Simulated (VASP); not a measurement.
# La (C2/c) in VASP: notebook

Runs on La. Level: BLYP. Tasks: single point.

Everything below comes from runs of VASP 6.6.1. Logs are shortened: lines on timing, memory, paths and dates and some standing lists are left out, and cuts for length are marked.

## Step 1: The cell of the first run

Symmetry: C2/c, No. 15, monoclinic system. Conventional cell: a = 3.925 Å, b = 6.799 Å, c = 6.314 Å, α = 90.00°, β = 90.13°, γ = 90.00°. La (site symmetry 2) has 12 La at 3.88 to 3.93 Å within 5.1 Å.

## Step 2: Single point, BLYP (42.12 Å³/atom)

Input file INCAR:

```
SYSTEM = La
PREC = Accurate
ENCUT = 500
EDIFF = 1E-6
ISMEAR = -1
SIGMA = 0.1
LREAL = .FALSE.
LASPH = .TRUE.
NELM = 200
ALGO = Normal
ISIF = 2
LWAVE = .FALSE.
LCHARG = .TRUE.
GGA = B5
ALDAX = 1.0
AGGAX = 1.0
AGGAC = 1.0
ALDAC = 0.0
LELF = .TRUE.
LVHAR = .TRUE.
NBANDS = 18
GGA_COMPAT = .FALSE.
LMAXMIX = 6
```

Input file KPOINTS:

```
regular mesh
0
G
  11 11 6
  0 0 0
```

Input file POSCAR:

```
La
1.0
   -2.1701841565      2.6377304148      1.9342164340
    2.6377304148     -2.1701841565      1.9342164340
    4.3988946666      4.3988946666     -1.0779046055
La
2
Direct
    0.0414961507      0.9585038493      0.0000000000
    0.7085038493      0.2914961507      0.5000000000
```

Potentials or basis: VASP PAW PBE potentials, release 64 (La).

Launch:

```
$ cat potpaw_PBE.64/La/POTCAR > POTCAR
$ mpirun -np 1 vasp_std > vasp.out
```

OUTCAR:

```text
SYSTEM = La
   PREC = Accurate
   ENCUT = 500
   EDIFF = 1E-6
   ISMEAR = -1
   LREAL = .FALSE.
   LASPH = .TRUE.
   NELM = 200
   ISIF = 2
   GGA = B5

 ion  position               nearest neighbor table
   1  0.041  0.959  0.000-
   2  0.709  0.291  0.500-

  LATTYP: Found a base centered monoclinic cell.
 ALAT       =     3.9245346044
 B/A-ratio  =     1.7325412256
 C/A-ratio  =     1.6087690597
 COS(beta)  =    -0.0022773278

  Lattice vectors:

 A1 = (  -2.1701841565,   2.6377304148,   1.9342164340)
 A2 = (   2.6377304148,  -2.1701841565,   1.9342164340)
 A3 = (   4.3988946666,   4.3988946666,  -1.0779046055)

Analysis of symmetry for initial positions (statically):
=====================================================================
 Subroutine PRICEL returns:
 Original cell was already a primitive cell.

 Routine SETGRP: Setting up the symmetry group for a
 base centered monoclinic supercell.

 Subroutine GETGRP returns: Found  4 space group operations
 (whereof  2 operations were pure point group operations)
 out of a pool of  4 trial point group operations.

The static configuration has the point symmetry C_2 .
 The point group associated with its full space group is C_2h.

Analysis of symmetry for dynamics (positions and initial velocities):
=====================================================================
 Subroutine PRICEL returns:
 Original cell was already a primitive cell.

 Routine SETGRP: Setting up the symmetry group for a
 base centered monoclinic supercell.

 Subroutine GETGRP returns: Found  4 space group operations
 (whereof  2 operations were pure point group operations)
 out of a pool of  4 trial point group operations.

The dynamic configuration has the point symmetry C_2 .
 The point group associated with its full space group is C_2h.

 Subroutine INISYM returns: Found  4 space group operations
 (whereof  2 operations are pure point group operations),
 and found     1 'primitive' translations

----------------------------------------------------------------------------------------

                                     Primitive cell

  volume of cell :      84.2385

  direct lattice vectors                    reciprocal lattice vectors
    -2.170184156  2.637730415  1.934216434    -0.073234477  0.134755907  0.251067013
     2.637730415 -2.170184156  1.934216434     0.134755907 -0.073234477  0.251067013
     4.398894667  4.398894667 -1.077904605     0.110395447  0.110395447 -0.026685213

  length of vectors
     3.925368037  3.925368037  6.313669845     0.294205860  0.294205860  0.158386900

  position of ions in fractional coordinates (direct lattice)
     0.041496151  0.958503849  0.000000000
     0.708503849  0.291496151  0.500000000

  ion indices of the primitive-cell ions
   primitive index   ion index
                 1           1
                 2           2

----------------------------------------------------------------------------------------

 KPOINTS: regular mesh

Automatic generation of k-mesh.
 Grid dimensions read from file:
 generate k-points for:   11   11    6

 Generating k-lattice:

  Cartesian coordinates                     Fractional coordinates (reciprocal lattice)
    -0.006657680  0.012250537  0.022824274     0.090909091  0.000000000 -0.000000000
     0.012250537 -0.006657680  0.022824274     0.000000000  0.090909091 -0.000000000
     0.018399241  0.018399241 -0.004447536    -0.000000000 -0.000000000  0.166666667

  Length of vectors
     0.026745987  0.026745987  0.026397817

  Shift w.r.t. Gamma in fractional coordinates (k-lattice)
     0.000000000  0.000000000  0.000000000

 Subroutine IBZKPT returns following result:
 ===========================================

 Found    204 irreducible k-points:

 Following reciprocal coordinates:
            Coordinates               Weight
  0.000000  0.000000  0.000000      1.000000
  0.090909 -0.000000  0.000000      4.000000
  0.181818 -0.000000  0.000000      4.000000
  0.272727  0.000000  0.000000      4.000000
  0.363636 -0.000000  0.000000      4.000000
  0.454545 -0.000000  0.000000      4.000000
[... 16 lines left out ...]
 -0.272727  0.181818  0.000000      4.000000
 -0.181818  0.181818  0.000000      2.000000
 [... further k-points ...]
   k-points           NKPTS =    204   k-points in BZ     NKDIM =    204   number of bands    NBANDS=     18
   number of dos      NEDOS =    301   number of ions     NIONS =      2
   total plane-waves  NPLWV =  43200
   dimension x,y,z NGX =    30 NGY =   30 NGZ =   48
   dimension x,y,z NGXF=    60 NGYF=   60 NGZF=   96
   ions per type =               2
   NGX,Y,Z   is equivalent  to a cutoff of  12.71, 12.71, 12.64 a.u.
   NGXF,Y,Z  is equivalent  to a cutoff of  25.41, 25.41, 25.28 a.u.
 SYSTEM =  La
   PREC   = accura    normal or accurate (medium, high low for compatibility)
   ISTART =      0    job   : 0-new  1-cont  2-samecut
   ICHARG =      2    charge: 1-file 2-atom 10-const
   ISPIN  =      1    spin polarized calculation?
   LNONCOLLINEAR =      F non collinear calculations
   LSORBIT =      F    spin-orbit coupling
   LASPH  =      T    aspherical Exc in radial PAW
   ENCUT  =  500.0 eV  36.75 Ry    6.06 a.u.   7.16  7.16 11.51*2*pi/ulx,y,z
   NELM   =    200;   NELMIN=  2; NELMDL= -5     # of ELM steps
   EDIFF  = 0.1E-05   stopping-criterion for ELM
   LREAL  =      F    real-space projection
   EDIFFG = 0.1E-04   stopping-criterion for IOM
   NSW    =      0    number of steps for IOM
   IBRION =     -1    ionic relax: 0-MD 1-quasi-New 2-CG
   NFREE  =      0    steps in history (QN), initial steepest desc. (CG)
   ISIF   =      2    stress and relaxation
   ISYM   =      2    0-nonsym 1-usesym 2-fastsym
   POTIM  = 0.5000    time-step for ionic-motion
   TEBEG  =    0.0;   TEEND  =   0.0 temperature during run
   PSTRESS=    0.0 pullay stress
   NELECT =      22.0000    total number of electrons
   NUPDOWN=      -1.0000    fix difference up-down
   EMIN   =  10.00;   EMAX   =-10.00  energy-range for DOS
   EFERMI =   0.00;   METHOD = LEGACY
   ISMEAR =    -1;   SIGMA  =   0.10  broadening in eV -4-tet -1-fermi 0-gaus
   EFERMI_NEDOS =   21; number of points for ismear=-14 and -15
   IALGO  =     38    algorithm
   IMIX   =      4    mixing-type and parameters
     AMIX     =   0.40;   BMIX     =  1.00
     AMIX_MAG =   1.60;   BMIX_MAG =  1.00
  volume/ion in A,a.u.               =      42.12       284.23
  Fermi-wavevector in a.u.,A,eV,Ry     =   1.046435  1.977475 14.898730  1.095026
  Thomas-Fermi vector in A             =   2.181273
   LORBIT       =      0    0 simple, 1 ext, 2 COOP (PROOUT), +10 PAW based schemes
   GGA     = B5    functional components
   LHFCALC =     F    Hartree Fock is set to
   AEXX    =    0.0000 exact exchange contribution
   IVDW    =     0    specifies the selected vdW correction
   LEPSILON=     F    determine dielectric tensor
   LRPA    =     F    only Hartree local field effects (RPA)
 non-spin polarized calculation
  energy-cutoff  :      500.00
  volume of cell :       84.24
 maximum number of plane-waves:      2154
 NGX is ok and might be reduce to    30
   NGX = 15   NGY = 15   NGZ = 23

 number of electron      22.0000000 magnetization

 Free energy of the ion-electron system (eV)
  ---------------------------------------------------
  ext. energy  EPLUGINS =         0.00000000
  ---------------------------------------------------
  free energy    TOTEN  =        -7.92031890 eV

  energy without entropy =       -7.77490401  energy(sigma->0) =       -7.84761145

 E-fermi :   7.2307     XC(G=0):  -8.5226

 val. band max:        7.2303164352   @ k =   0.3636   0.1818   0.5000
 cond. band min:       7.2553154290   @ k =   0.1818  -0.0000   0.5000
 fundamental gap:      0.0249989938
 Fermi energy:         7.2307376941

 k-point     1 :       0.0000    0.0000    0.0000
  band No.  band energies     occupation
      1     -25.8478      2.00000
      2     -25.7241      2.00000
      3     -10.0018      2.00000
      4      -9.1923      2.00000
      5      -9.1914      2.00000
      6      -9.0591      2.00000
[... 10 lines left out ...]
     17       8.6044      0.00000
     18       8.6107      0.00000

 k-point     2 :       0.0909   -0.0000    0.0000
  band No.  band energies     occupation
      1     -25.8399      2.00000
      2     -25.7205      2.00000
      3      -9.9777      2.00000
      4      -9.2498      2.00000
      5      -9.2106      2.00000
      6      -9.1193      2.00000
[... 10 lines left out ...]
     17       8.5825      0.00000
     18       8.5891      0.00000

 k-point     3 :       0.1818   -0.0000    0.0000
  band No.  band energies     occupation
      1     -25.8182      2.00000
      2     -25.7115      2.00000
      3      -9.9092      2.00000
      4      -9.4044      2.00000
      5      -9.2743      2.00000
      6      -9.2583      2.00000
[... 10 lines left out ...]
     17       8.6122      0.00000
     18       8.6929      0.00000

 k-point     4 :       0.2727    0.0000    0.0000
  band No.  band energies     occupation
      1     -25.7881      2.00000
      2     -25.7010      2.00000
      3      -9.8072      2.00000
      4      -9.6031      2.00000
      5      -9.4649      2.00000
      6      -9.3172      2.00000
[... 375 lines left out ...]
      4      -9.5999      2.00000
      5      -9.5987      2.00000
      6      -9.3363      2.00000
[... 10 lines left out ...]
     17       8.6633      0.00000
     18       8.6960      0.00000

 k-point    23 :      -0.2727    0.1818    0.0000
  band No.  band energies     occupation
      1     -25.7992      2.00000
      2     -25.7045      2.00000
      3      -9.8456      2.00000
      4      -9.5058      2.00000
      5      -9.4266      2.00000
      6      -9.2748      2.00000
[... 10 lines left out ...]
     17       8.6038      0.00000
     18       8.7050      0.00000

 k-point    24 :      -0.1818    0.1818    0.0000
  band No.  band energies     occupation
      1     -25.8182      2.00000
      2     -25.7115      2.00000
      3      -9.9091      2.00000
      4      -9.4047      2.00000
      5      -9.2741      2.00000
      6      -9.2576      2.00000
[... 10 lines left out ...]
     17       8.6122      0.00000
     18       8.6358      0.00000

 [... further k-points ...]

------------------------ aborting loop because EDIFF is reached ----------------------------------------

  FORCE on cell =-STRESS in cart. coord.  units (eV):
  Direction    XX          YY          ZZ          XY          YZ          ZX
  --------------------------------------------------------------------------------------
  -------------------------------------------------------------------------------------
  Total       -0.4908011     -0.4908011     -0.4603630     -0.0349382      0.0172881      0.0172880
  in kB       -9.3348099     -9.3348099     -8.7558918     -0.6645084      0.3288108      0.3288105
  external PRESSURE =      -9.1418372 kB  Pullay stress =       0.0000000 kB

 VOLUME and BASIS-vectors are now :
 -----------------------------------------------------------------------------
  energy-cutoff  :      500.00
  volume of cell :       84.24
      direct lattice vectors                 reciprocal lattice vectors
    -2.170184156  2.637730415  1.934216434    -0.073234477  0.134755907  0.251067013
     2.637730415 -2.170184156  1.934216434     0.134755907 -0.073234477  0.251067013
     4.398894667  4.398894667 -1.077904605     0.110395447  0.110395447 -0.026685213

 POSITION                                       TOTAL-FORCE (eV/Angst)
 -----------------------------------------------------------------------------------
      2.43822     -1.97067      1.93422        -0.000569      0.000569     -0.000000
      1.43075      3.43569      1.39526         0.000569     -0.000569      0.000000
 -----------------------------------------------------------------------------------
    total drift:                               -0.000000     -0.000000      0.000000

  FREE ENERGIE OF THE ION-ELECTRON SYSTEM (eV)
  ---------------------------------------------------
  free  energy   TOTEN  =        -7.9203188978 eV

  energy  without entropy=       -7.7749040083  energy(sigma->0) =       -7.84761145
```

Run time: 6.6 min. Hardware: 1 thread of Intel Xeon 8259CL, shared host; peak memory 0.42 GiB.

What came out:

```yaml
Free_energy: -7.9203 eV
Pressure: -0.9 GPa
Band_gap_on_the_k_mesh: zero (bands 11 and 12 overlap by 1.17 eV)
```

Stress tensor (GPa, compression positive):
```
-0.93 -0.07  0.03
-0.07 -0.93  0.03
 0.03  0.03 -0.88
```

Levels at points of the mesh, in eV from the Fermi level:
```
           k point  band 7  band 8  band 9  band 10  band 11  band 12  band 13  band 14  band 15  band 16
(0.00, 0.00, 0.00)  -16.29  -16.26   -3.13    -1.58     0.93     1.16     1.16     1.19     1.25     1.34
(0.00, 0.00, 0.50)  -16.36  -16.36   -1.91    -1.91     0.50     0.50     1.19     1.19     1.22     1.22
```

Caveat: the PAW data sets were made with another functional, which shifts forces and pressure a little; spin-orbit coupling is left out, which moves the levels of the heavy elements.

## Step 3: Single point, BLYP (43.74 Å³/atom)

This run uses another cell than the first one, of 43.74 Å³/atom.

INCAR: that of step 2 with these lines changed.

```diff
@@ -12,3 +12,3 @@
 LWAVE = .FALSE.
-LCHARG = .TRUE.
+LCHARG = .FALSE.
 GGA = B5
@@ -18,4 +18,2 @@
 ALDAC = 0.0
-LELF = .TRUE.
-LVHAR = .TRUE.
 NBANDS = 18
```

KPOINTS is that of step 2.

Input file POSCAR:

```
La
1.0
   -2.1976577585      2.6711229523      1.9587027857
    2.6711229523     -2.1976577585      1.9587027857
    4.4545827893      4.4545827893     -1.0915504162
La
2
Direct
    0.0414961507      0.9585038493      0.0000000000
    0.7085038493      0.2914961507      0.5000000000
```

Potentials or basis: VASP PAW PBE potentials, release 64 (La).

Launch:

```
$ cat potpaw_PBE.64/La/POTCAR > POTCAR
$ mpirun -np 1 vasp_std > vasp.out
```

Run time: 6.1 min. Hardware: 1 thread of Intel Xeon 8259CL, shared host; peak memory 0.44 GiB.

It converged, with:

| Quantity | Value |
| --- | --- |
| Free energy | -7.8934 eV |
| Pressure | -1.7 GPa |
| Band gap on the k mesh | zero (bands 11 and 12 overlap by 1.11 eV) |

Stress tensor (GPa, compression positive):
```
-1.74 -0.09  0.04
-0.09 -1.74  0.04
 0.04  0.04 -1.66
```

Levels at points of the mesh, in eV from the Fermi level:
| k point | band 7 | band 8 | band 9 | band 10 | band 11 | band 12 | band 13 | band 14 | band 15 | band 16 |
| --- | --- | --- | --- | --- | --- | --- | --- | --- | --- | --- |
| (0.00, 0.00, 0.00) | -16.40 | -16.37 | -3.13 | -1.54 | 0.90 | 1.13 | 1.13 | 1.13 | 1.19 | 1.27 |
| (0.00, 0.00, 0.50) | -16.46 | -16.46 | -1.93 | -1.93 | 0.48 | 0.48 | 1.13 | 1.13 | 1.19 | 1.20 |

Caveat: the PAW data sets were made with another functional, which shifts forces and pressure a little; spin-orbit coupling is left out, which moves the levels of the heavy elements.

## Step 4: Single point, BLYP (45.36 Å³/atom)

This run uses another cell than the first one, of 45.36 Å³/atom.

Input file INCAR:

```
SYSTEM = La
PREC     = Accurate       ! precision mode
ENCUT    = 500            ! plane-wave cutoff, eV
EDIFF    = 1E-6           ! SCF threshold, eV
ISMEAR   = -1             ! smearing method
SIGMA    = 0.1            ! smearing width, eV
LREAL    = .False.        ! projectors in reciprocal space
LASPH    = .True.         ! aspherical terms in the spheres
NELM     = 200            ! most SCF steps
ALGO     = Normal         ! electronic algorithm
ISIF     = 2              ! what is computed and relaxed
LWAVE    = .False.        ! write WAVECAR
LCHARG   = .False.        ! write CHGCAR
GGA      = B5             ! functional
ALDAX    = 1.0          
AGGAX    = 1.0          
AGGAC    = 1.0          
ALDAC    = 0.0          
NBANDS   = 18             ! bands
GGA_COMPAT= .False.      
LMAXMIX  = 6              ! l up to which the mixer works
```

Input file KPOINTS:

```
regular mesh
0
Gamma
  11 11 6
  0 0 0
```

Input file POSCAR:

```
La
1.0
   -2.2244611045      2.7037008332      1.9825917595
    2.7037008332     -2.2244611045      1.9825917595
    4.5089123241      4.5089123241     -1.1048633187
La
2
Direct
    0.0414961507      0.9585038493      0.0000000000
    0.7085038493      0.2914961507      0.5000000000
```

Launch:

```
$ cat potpaw_PBE.64/La/POTCAR > POTCAR
$ mpirun -np 1 vasp_std > vasp.out
```

It took 8.9 min on 1 thread of Intel Xeon 8259CL, shared host; peak memory 0.44 GiB.

Results (log left out):

```yaml
Free_energy: -7.8516 eV
Pressure: -2.4 GPa
Band_gap_on_the_k_mesh: zero (bands 11 and 12 overlap by 1.06 eV)
```

Stress tensor (GPa, compression positive):
```
-2.43 -0.11  0.04
-0.11 -2.43  0.04
 0.04  0.04 -2.33
```

Levels at points of the mesh, in eV from the Fermi level:
```
           k point  band 7  band 8  band 9  band 10  band 11  band 12  band 13  band 14  band 15  band 16
(0.00, 0.00, 0.00)  -16.50  -16.47   -3.12    -1.50     0.87     1.07     1.10     1.10     1.12     1.18
(0.00, 0.00, 0.50)  -16.55  -16.55   -1.95    -1.95     0.46     0.46     1.08     1.08     1.16     1.17
```

Caveat: the PAW data sets were made with another functional, which shifts forces and pressure a little; spin-orbit coupling is left out, which moves the levels of the heavy elements.

## Step 5: Summary

```csv
cell,gap on the mesh (eV),pressure (GPa)
"a = 3.925, b = 3.925, c = 6.314 Å, angles 90.1, 90.1, 120.0°, 2 atoms",none,-0.9
"a = 3.975, b = 3.975, c = 6.394 Å, angles 90.1, 90.1, 120.0°, 2 atoms",none,-1.7
"a = 4.024, b = 4.024, c = 6.472 Å, angles 90.1, 90.1, 120.0°, 2 atoms",none,-2.4
```

Alike in all rows: task single point; level BLYP; potentials or basis VASP PAW PBE potentials, release 64 (La); no spin polarisation; k mesh 11 × 11 × 6; cutoff (eV) 500; smearing fermi-dirac 0.1 eV.

Caveats: the PAW data sets were made with another functional, which shifts forces and pressure a little; spin-orbit coupling is left out, which moves the levels of the heavy elements.

Total energies depend on the potentials used, so only differences within one code and one set of settings carry meaning.

The gap in the log of VASP goes by the Fermi energy; the results here count the filled bands.